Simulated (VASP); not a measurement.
# MoS2 in VASP: further runs, part 2 of 2

VASP 6.6.1. Earlier steps stand in the parts before.

## Step 4: Relaxation of the atoms, PBE+D3(BJ) (equal strain along x and y +0.008)

File INCAR:

```
SYSTEM = MoS2
  ALGO = Normal
  DIPOL = 0.5 0.5 0.500
  EDIFF = 1E-7
  EDIFFG = -0.003
  ENCUT = 520
  GGA = PE
  IBRION = 2
  IDIPOL = 3
  ISIF = 2
  ISMEAR = 0
  IVDW = 12
  KPAR = 2
  LASPH = .True.
  LCHARG = .False.
  LDIPOL = .True.
  LREAL = .False.
  LWAVE = .False.
  NELM = 80
  NSW = 60
  PREC = Accurate
  SIGMA = 0.02
```

File KPOINTS:

```
k-points
0
Gamma
  12 12 1
  0 0 0
```

File POSCAR:

```
MoS2
1.0
    3.1769754531      0.0000000000      0.0000000000
   -1.5884877266      2.7513414495      0.0000000000
    0.0000000000      0.0000000000     44.3528702949
S Mo
4 2
Direct
    0.3333333333      0.6666666667      0.3963816494
    0.3333333333      0.6666666667      0.4670319309
    0.6666666667      0.3333333333      0.5329680691
    0.6666666667      0.3333333333      0.6036183506
    0.6666666667      0.3333333333      0.4317245002
    0.3333333333      0.6666666667      0.5682754998
```

Launch:

```
$ cat potpaw_PBE.64/S/POTCAR potpaw_PBE.64/Mo_sv/POTCAR > POTCAR
$ mpirun -np 2 vasp_std > vasp.out
```

Wall time 3.8 min (2 MPI ranks of AMD EPYC 9R14 (Zen 4), shared host); peak memory 0.58 GiB.

Results (log left out):

```yaml
Free_energy: -45.8604 eV
Energy_gained_by_relaxing: 0.5 meV/atom
Ionic_steps: 3
Band_gap_on_the_k_mesh: 1.13 eV (least direct gap 1.66 eV)
Dispersion_energy_per_atom: -0.370 eV
```

Forces on the atoms (eV/Å):
```
S    0.000  0.000  0.002
S    0.000  0.000  0.002
S    0.000  0.000 -0.002
S    0.000  0.000 -0.002
Mo   0.000  0.000  0.002
Mo   0.000  0.000 -0.002
```

Step by step:
| step | energy change (eV) | largest force (eV/Å) | pressure (GPa) |
| --- | --- | --- | --- |
| 1 | 0.0000 | 0.1693 | -0.66 |
| 2 | -0.0030 | 0.0164 | -0.44 |
| 3 | -0.0030 | 0.0022 | -0.42 |

Final structure:
```xyz
6
Lattice="3.1770 0.0000 0.0000 -1.5885 2.7513 0.0000 0.0000 0.0000 44.3529" Properties=species:S:1:pos:R:3 pbc="T T T"
S     0.0000    1.8342   17.5895
S     0.0000    1.8342   20.7053
S     1.5885    0.9171   23.6476
S     1.5885    0.9171   26.7633
Mo    1.5885    0.9171   19.1482
Mo    0.0000    1.8342   25.2047
```

Levels at points of the mesh, in eV from the valence-band top:
```
           k point  band 23  band 24  band 25  band 26  band 27  band 28  band 29  band 30
(0.00, 0.00, 0.00)    -2.05    -1.75    -0.72     0.00     2.21     2.21     2.23     2.23
(0.50, 0.00, 0.00)    -1.59    -1.47    -1.23    -1.15     1.70     1.73     2.17     2.31
```

Caveat: the cell differs from its parent crystal (equal strain along x and y +0.008).

## Step 5: Single point, PBE+D3(BJ)

File INCAR:

```
SYSTEM = MoS2
ALGO = Normal ; DIPOL = 0.5 0.5 0.500
EDIFF = 1E-7 ; ENCUT = 520
GGA = PE ; IDIPOL = 3
ISIF = 2 ; ISMEAR = 0
IVDW = 12 ; KPAR = 4
LASPH = .TRUE. ; LCHARG = .TRUE.
LDIPOL = .TRUE. ; LREAL = .FALSE.
LVACPOTAV = .TRUE. ; LVHAR = .TRUE.
LWAVE = .FALSE. ; NBANDS = 64
NELM = 60 ; PREC = Accurate
SIGMA = 0.01
```

File KPOINTS:

```
k-points
0
G
  12 12 1
  0 0 0
```

File POSCAR:

```
MoS2
1.0
    3.1505197702      0.0000000000      0.0000000000
   -1.5752598851      2.7284301562      0.0000000000
    0.0000000000      0.0000000000     68.5325735331
S Mo
8 4
Direct
    0.3333333333      0.6666666667      0.3446932423
    0.3333333333      0.6666666667      0.3904278248
    0.6666666667      0.3333333333      0.4330415645
    0.6666666667      0.3333333333      0.4787283615
    0.3333333333      0.6666666667      0.5212716385
    0.3333333333      0.6666666667      0.5669584355
    0.6666666667      0.3333333333      0.6095721752
    0.6666666667      0.3333333333      0.6553067577
    0.6666666667      0.3333333333      0.3675722296
    0.3333333333      0.6666666667      0.4558852597
    0.6666666667      0.3333333333      0.5441147403
    0.3333333333      0.6666666667      0.6324277704
```

Potentials or basis: VASP PAW PBE potentials, release 64 (S, Mo_sv).

Launch:

```
$ cat potpaw_PBE.64/S/POTCAR potpaw_PBE.64/Mo_sv/POTCAR > POTCAR
$ mpirun -np 4 vasp_std > vasp.out
```

OUTCAR:

```text
SYSTEM = MoS2
   EDIFF = 1E-7
   ENCUT = 520
   GGA = PE
   ISIF = 2
   ISMEAR = 0
   IVDW = 12
   LASPH = .TRUE.
   LREAL = .FALSE.
   NELM = 60
   PREC = Accurate
 IVDW          = 12

 ion  position               nearest neighbor table
   1  0.333  0.667  0.345-   9 2.40   9 2.40   9 2.40
   2  0.333  0.667  0.390-   9 2.40   9 2.40   9 2.40
   3  0.667  0.333  0.433-  10 2.40  10 2.40  10 2.40
   4  0.667  0.333  0.479-  10 2.40  10 2.40  10 2.40
   5  0.333  0.667  0.521-  11 2.40  11 2.40  11 2.40
   6  0.333  0.667  0.567-  11 2.40  11 2.40  11 2.40
   7  0.667  0.333  0.610-  12 2.40  12 2.40  12 2.40
   8  0.667  0.333  0.655-  12 2.40  12 2.40  12 2.40
   9  0.667  0.333  0.368-   2 2.40   2 2.40   2 2.40   1 2.40   1 2.40   1 2.40
  10  0.333  0.667  0.456-   4 2.40   4 2.40   4 2.40   3 2.40   3 2.40   3 2.40
  11  0.667  0.333  0.544-   5 2.40   5 2.40   5 2.40   6 2.40   6 2.40   6 2.40
  12  0.333  0.667  0.632-   7 2.40   7 2.40   7 2.40   8 2.40   8 2.40   8 2.40

  LATTYP: Found a hexagonal cell.
 ALAT       =     3.1505197702
 C/A-ratio  =    21.7527832015

  Lattice vectors:

 A1 = (   3.1505197702,   0.0000000000,   0.0000000000)
 A2 = (  -1.5752598851,   2.7284301562,   0.0000000000)
 A3 = (   0.0000000000,   0.0000000000,  68.5325735331)

Analysis of symmetry for initial positions (statically):
=====================================================================
 Subroutine PRICEL returns:
 Original cell was already a primitive cell.

 Routine SETGRP: Setting up the symmetry group for a
 hexagonal supercell.

 Subroutine GETGRP returns: Found 12 space group operations
 (whereof 12 operations were pure point group operations)
 out of a pool of 24 trial point group operations.

The static configuration has the point symmetry D_3d.

Analysis of symmetry for dynamics (positions and initial velocities):
=====================================================================
 Subroutine PRICEL returns:
 Original cell was already a primitive cell.

 Routine SETGRP: Setting up the symmetry group for a
 hexagonal supercell.

 Subroutine GETGRP returns: Found 12 space group operations
 (whereof 12 operations were pure point group operations)
 out of a pool of 24 trial point group operations.

The dynamic configuration has the point symmetry D_3d.

 Subroutine INISYM returns: Found 12 space group operations
 (whereof 12 operations are pure point group operations),
 and found     1 'primitive' translations

----------------------------------------------------------------------------------------

                                     Primitive cell

  volume of cell :     589.1042

  direct lattice vectors                    reciprocal lattice vectors
     3.150519770  0.000000000  0.000000000     0.317407943  0.183255561  0.000000000
    -1.575259885  2.728430156  0.000000000     0.000000000  0.366511123  0.000000000
     0.000000000  0.000000000 68.532573533     0.000000000  0.000000000  0.014591601

  length of vectors
     3.150519770  3.150519770 68.532573533     0.366511123  0.366511123  0.014591601

  position of ions in fractional coordinates (direct lattice)
     0.333333333  0.666666667  0.344693242
     0.333333333  0.666666667  0.390427825
[... 81 lines left out ...]
 SYSTEM =  MoS2
   PREC   = accura    normal or accurate (medium, high low for compatibility)
   ISTART =      0    job   : 0-new  1-cont  2-samecut
   ICHARG =      2    charge: 1-file 2-atom 10-const
   ISPIN  =      1    spin polarized calculation?
   LNONCOLLINEAR =      F non collinear calculations
   LSORBIT =      F    spin-orbit coupling
   LASPH  =      T    aspherical Exc in radial PAW
   ENCUT  =  520.0 eV  38.22 Ry    6.18 a.u.   5.86  5.86127.43*2*pi/ulx,y,z
   NELM   =     60;   NELMIN=  2; NELMDL= -5     # of ELM steps
   EDIFF  = 0.1E-06   stopping-criterion for ELM
   LREAL  =      F    real-space projection
   EDIFFG = 0.1E-05   stopping-criterion for IOM
   NSW    =      0    number of steps for IOM
   IBRION =     -1    ionic relax: 0-MD 1-quasi-New 2-CG
   NFREE  =      0    steps in history (QN), initial steepest desc. (CG)
   ISIF   =      2    stress and relaxation
   ISYM   =      2    0-nonsym 1-usesym 2-fastsym
   POTIM  = 0.5000    time-step for ionic-motion
   TEBEG  =    0.0;   TEEND  =   0.0 temperature during run
   PSTRESS=    0.0 pullay stress
   NELECT =     104.0000    total number of electrons
   NUPDOWN=      -1.0000    fix difference up-down
   EMIN   =  10.00;   EMAX   =-10.00  energy-range for DOS
   EFERMI =   0.00;   METHOD = LEGACY
   ISMEAR =     0;   SIGMA  =   0.01  broadening in eV -4-tet -1-fermi 0-gaus
   EFERMI_NEDOS =   21; number of points for ismear=-14 and -15
   IALGO  =     38    algorithm
   IMIX   =      4    mixing-type and parameters
     AMIX     =   0.40;   BMIX     =  1.00
     AMIX_MAG =   1.60;   BMIX_MAG =  1.00
  volume/ion in A,a.u.               =      49.09       331.29
  Fermi-wavevector in a.u.,A,eV,Ry     =   0.918379  1.735485 11.475424  0.843420
  Thomas-Fermi vector in A             =   2.043454
   LORBIT       =      0    0 simple, 1 ext, 2 COOP (PROOUT), +10 PAW based schemes
   GGA     = PE    functional components
   LHFCALC =     F    Hartree Fock is set to
   AEXX    =    0.0000 exact exchange contribution
   IVDW    =    12    specifies the selected vdW correction
   LEPSILON=     F    determine dielectric tensor
   LRPA    =     F    only Hartree local field effects (RPA)
 non-spin polarized calculation
 Gauss-broadening in eV      SIGMA  =   0.01
  energy-cutoff  :      520.00
  volume of cell :      589.10
 maximum number of plane-waves:     15948
 NGX is ok and might be reduce to    24
   NGX = 11   NGY = 11   NGZ =255

 dipolmoment           0.000000      0.000000     -0.000000 electrons x Angstroem

 number of electron     103.9999996 magnetization

 dipolmoment           0.000000      0.000000      0.000000 electrons x Angstroem

 Free energy of the ion-electron system (eV)
  ---------------------------------------------------
  ext. energy  EPLUGINS =         0.00000000
  ---------------------------------------------------
  free energy    TOTEN  =       -87.16644133 eV

  energy without entropy =      -87.16644133  energy(sigma->0) =      -87.16644133

 E-fermi :  -0.4851     XC(G=0):  -4.0559

 val. band max:       -0.6149340747   @ k =   0.0000   0.0000   0.0000
 cond. band min:       0.3203703133   @ k =   0.1667   0.1667   0.0000
 fundamental gap:      0.9353043881
 Fermi energy:        -0.4851325252

 k-point     1 :       0.0000    0.0000    0.0000
  band No.  band energies     occupation
      1     -62.0958      2.00000
      2     -62.0958      2.00000
      3     -62.0932      2.00000
      4     -62.0932      2.00000
      5     -36.2587      2.00000
      6     -36.2586      2.00000
[... 1262 lines left out ...]
     63       2.3426      0.00000
     64       2.3426      0.00000

------------------------ aborting loop because EDIFF is reached ----------------------------------------

 vacuum level on the upper side and lower side of the slab       (xc-potential included)        -0.073        -0.073

 Edisp (eV)   -4.87278

 E8    (eV) :    -1.9992

  FORCE on cell =-STRESS in cart. coord.  units (eV):
  Direction    XX          YY          ZZ          XY          YZ          ZX
  --------------------------------------------------------------------------------------
  -------------------------------------------------------------------------------------
  Total      -0.15393    -0.15393    -0.22411     0.00000     0.00000    -0.00000
  in kB      -0.41864    -0.41864    -0.60950     0.00000     0.00000    -0.00000
  external pressure =       -0.48 kB  Pullay stress =        0.00 kB

 VOLUME and BASIS-vectors are now :
 -----------------------------------------------------------------------------
  energy-cutoff  :      520.00
  volume of cell :      589.10
      direct lattice vectors                 reciprocal lattice vectors
     3.150519770  0.000000000  0.000000000     0.317407943  0.183255561  0.000000000
    -1.575259885  2.728430156  0.000000000     0.000000000  0.366511123  0.000000000
     0.000000000  0.000000000 68.532573533     0.000000000  0.000000000  0.014591601

 POSITION                                       TOTAL-FORCE (eV/Angst)
 -----------------------------------------------------------------------------------
     -0.00000      1.81895     23.62271         0.000000      0.000000      0.012376
     -0.00000      1.81895     26.75702        -0.000000      0.000000     -0.013335
      1.57526      0.90948     29.67745         0.000000      0.000000      0.013440
      1.57526      0.90948     32.80849        -0.000000      0.000000     -0.013236
     -0.00000      1.81895     35.72409         0.000000     -0.000000      0.013236
     -0.00000      1.81895     38.85512         0.000000     -0.000000     -0.013440
      1.57526      0.90948     41.77555         0.000000      0.000000      0.013335
      1.57526      0.90948     44.90986         0.000000     -0.000000     -0.012376
      1.57526      0.90948     25.19067        -0.000000     -0.000000     -0.000779
     -0.00000      1.81895     31.24299        -0.000000      0.000000      0.000294
      1.57526      0.90948     37.28958         0.000000     -0.000000     -0.000294
     -0.00000      1.81895     43.34190         0.000000      0.000000      0.000779
 -----------------------------------------------------------------------------------
    total drift:                                0.000000     -0.000000      0.000000

  FREE ENERGIE OF THE ION-ELECTRON SYSTEM (eV)
  ---------------------------------------------------
  free  energy   TOTEN  =       -92.0392262769 eV

  energy  without entropy=      -92.0392262769  energy(sigma->0) =      -92.03922628

 vacuum level on the upper side and lower side of the slab         4.628         4.628
```

It took 9.8 min on 4 MPI ranks of Intel Xeon Platinum 8259CL at 2.50GHz (Skylake/Cascade Lake), shared host; peak memory 0.96 GiB.

Results:

* Free energy: -92.0392 eV
* Largest force: 0.013 eV/Å
* Band gap on the k mesh: 0.94 eV (least direct gap 1.72 eV)
* Dispersion energy per atom: -0.406 eV
* Ionisation potential of the upper face: 5.24 eV

Forces on the atoms (eV/Å):
```
S    0.000  0.000  0.012
S    0.000  0.000 -0.013
S    0.000  0.000  0.013
S    0.000  0.000 -0.013
S    0.000  0.000  0.013
S    0.000  0.000 -0.013
S    0.000  0.000  0.013
S    0.000  0.000 -0.012
Mo   0.000  0.000 -0.001
Mo   0.000  0.000  0.000
Mo   0.000  0.000  0.000
Mo   0.000  0.000  0.001
```

Levels at points of the mesh, in eV from the valence-band top:
```csv
k point,band 50,band 51,band 52,band 53,band 54,band 55
"(0.00, 0.00, 0.00)",-0.51,-0.19,0.00,2.15,2.15,2.16
"(0.50, 0.00, 0.00)",-1.35,-1.30,-1.28,1.68,1.70,1.72
```

## Step 6: Single point, PBE+D3(BJ)

File INCAR:

```
PREC = Accurate
ENCUT = 520
EDIFF = 1E-7
ISMEAR = 0
SIGMA = 0.01
LREAL = False
LASPH = True
NELM = 60
ALGO = Normal
ISIF = 2
LWAVE = False
LCHARG = False
LDIPOL = True
IDIPOL = 3
DIPOL = 0.5 0.5 0.500
GGA = PE
IVDW = 12
NBANDS = 64
KPAR = 4
```

File KPOINTS:

```
Automatic mesh
0
Gamma
  12 12 1
```

POSCAR is that of step 5.

Potentials or basis: VASP PAW PBE potentials, release 64 (S, Mo_sv).

Launch:

```
$ cat potpaw_PBE.64/S/POTCAR potpaw_PBE.64/Mo_sv/POTCAR > POTCAR
$ mpirun -np 4 vasp_std > vasp.out
```

OUTCAR:

```text
PREC = Accurate
   ENCUT = 520
   EDIFF = 1E-7
   ISMEAR = 0
   LREAL = False
   LASPH = True
   NELM = 60
   ISIF = 2
   GGA = PE
   IVDW = 12
 IVDW          = 12

 ion  position               nearest neighbor table
   1  0.333  0.667  0.345-   9 2.40   9 2.40   9 2.40
   2  0.333  0.667  0.390-   9 2.40   9 2.40   9 2.40
   3  0.667  0.333  0.433-  10 2.40  10 2.40  10 2.40
   4  0.667  0.333  0.479-  10 2.40  10 2.40  10 2.40
   5  0.333  0.667  0.521-  11 2.40  11 2.40  11 2.40
   6  0.333  0.667  0.567-  11 2.40  11 2.40  11 2.40
   7  0.667  0.333  0.610-  12 2.40  12 2.40  12 2.40
   8  0.667  0.333  0.655-  12 2.40  12 2.40  12 2.40
   9  0.667  0.333  0.368-   2 2.40   2 2.40   2 2.40   1 2.40   1 2.40   1 2.40
  10  0.333  0.667  0.456-   4 2.40   4 2.40   4 2.40   3 2.40   3 2.40   3 2.40
  11  0.667  0.333  0.544-   5 2.40   5 2.40   5 2.40   6 2.40   6 2.40   6 2.40
  12  0.333  0.667  0.632-   7 2.40   7 2.40   7 2.40   8 2.40   8 2.40   8 2.40

  LATTYP: Found a hexagonal cell.
 ALAT       =     3.1505197702
 C/A-ratio  =    21.7527832015

  Lattice vectors:

 A1 = (   3.1505197702,   0.0000000000,   0.0000000000)
[... 1478 lines left out ...]
 vacuum level on the upper side and lower side of the slab       (xc-potential included)        -0.006        -0.006

 Edisp (eV)   -4.87278

 E8    (eV) :    -1.9992

  FORCE on cell =-STRESS in cart. coord.  units (eV):
  Direction    XX          YY          ZZ          XY          YZ          ZX
  --------------------------------------------------------------------------------------
  -------------------------------------------------------------------------------------
  Total      -0.15393    -0.15393    -0.22411     0.00000     0.00000    -0.00000
  in kB      -0.41864    -0.41864    -0.60950     0.00000     0.00000    -0.00000
  external pressure =       -0.48 kB  Pullay stress =        0.00 kB

 VOLUME and BASIS-vectors are now :
 -----------------------------------------------------------------------------
  energy-cutoff  :      520.00
  volume of cell :      589.10
      direct lattice vectors                 reciprocal lattice vectors
     3.150519770  0.000000000  0.000000000     0.317407943  0.183255561  0.000000000
    -1.575259885  2.728430156  0.000000000     0.000000000  0.366511123  0.000000000
     0.000000000  0.000000000 68.532573533     0.000000000  0.000000000  0.014591601

 POSITION                                       TOTAL-FORCE (eV/Angst)
 -----------------------------------------------------------------------------------
     -0.00000      1.81895     23.62271         0.000000      0.000000      0.012376
     -0.00000      1.81895     26.75702        -0.000000      0.000000     -0.013335
      1.57526      0.90948     29.67745         0.000000      0.000000      0.013440
      1.57526      0.90948     32.80849        -0.000000      0.000000     -0.013236
     -0.00000      1.81895     35.72409         0.000000     -0.000000      0.013236
     -0.00000      1.81895     38.85512         0.000000     -0.000000     -0.013440
      1.57526      0.90948     41.77555         0.000000      0.000000      0.013335
      1.57526      0.90948     44.90986         0.000000     -0.000000     -0.012376
      1.57526      0.90948     25.19067        -0.000000     -0.000000     -0.000779
     -0.00000      1.81895     31.24299        -0.000000      0.000000      0.000294
      1.57526      0.90948     37.28958         0.000000     -0.000000     -0.000294
     -0.00000      1.81895     43.34190         0.000000      0.000000      0.000779
 -----------------------------------------------------------------------------------
    total drift:                                0.000000     -0.000000      0.000000

  FREE ENERGIE OF THE ION-ELECTRON SYSTEM (eV)
  ---------------------------------------------------
  free  energy   TOTEN  =       -92.0392262769 eV

  energy  without entropy=      -92.0392262769  energy(sigma->0) =      -92.03922628

 vacuum level on the upper side and lower side of the slab         4.621         4.621
```

Wall time 8.8 min (4 MPI ranks of Intel Xeon Platinum 8259CL at 2.50GHz (Skylake/Cascade Lake), shared host); peak memory 0.96 GiB.

What came out:

- Free energy: -92.0392 eV
- Largest force: 0.013 eV/Å
- Band gap on the k mesh: 0.94 eV (least direct gap 1.72 eV)
- Dispersion energy per atom: -0.406 eV

Forces on the atoms (eV/Å):
```
S    0.000  0.000  0.012
S    0.000  0.000 -0.013
S    0.000  0.000  0.013
S    0.000  0.000 -0.013
S    0.000  0.000  0.013
S    0.000  0.000 -0.013
S    0.000  0.000  0.013
S    0.000  0.000 -0.012
Mo   0.000  0.000 -0.001
Mo   0.000  0.000  0.000
Mo   0.000  0.000  0.000
Mo   0.000  0.000  0.001
```

## Step 7: The runs side by side

| task | cell | smearing | gap on the mesh (eV) | largest force (eV/Å) |
| --- | --- | --- | --- | --- |
| single point | a = 3.149, b = 3.149, c = 68.533 Å, angles 90.0, 90.0, 120.0°, 12 atoms, atomic positions A | gaussian 0.02 eV | 0.93 | 0.04 |
| single point | a = 3.151, b = 3.151, c = 68.533 Å, angles 90.0, 90.0, 120.0°, 12 atoms, atomic positions B | gaussian 0.02 eV | 0.94 | 0.01 |
| relaxation of the atoms | atoms relaxed from a = 3.177, b = 3.177, c = 44.353 Å, angles 90.0, 90.0, 120.0°, 6 atoms, atomic positions C | gaussian 0.02 eV | 1.13 | - |
| single point | a = 3.151, b = 3.151, c = 68.533 Å, angles 90.0, 90.0, 120.0°, 12 atoms, atomic positions B | gaussian 0.01 eV | 0.94 | 0.01 |

Alike in all rows: level PBE+D3(BJ); potentials or basis VASP PAW PBE potentials, release 64 (S, Mo_sv); no spin polarisation; k mesh 12 × 12 × 1; cutoff (eV) 520.

Absolute energies hang on the potentials; compare differences alone.
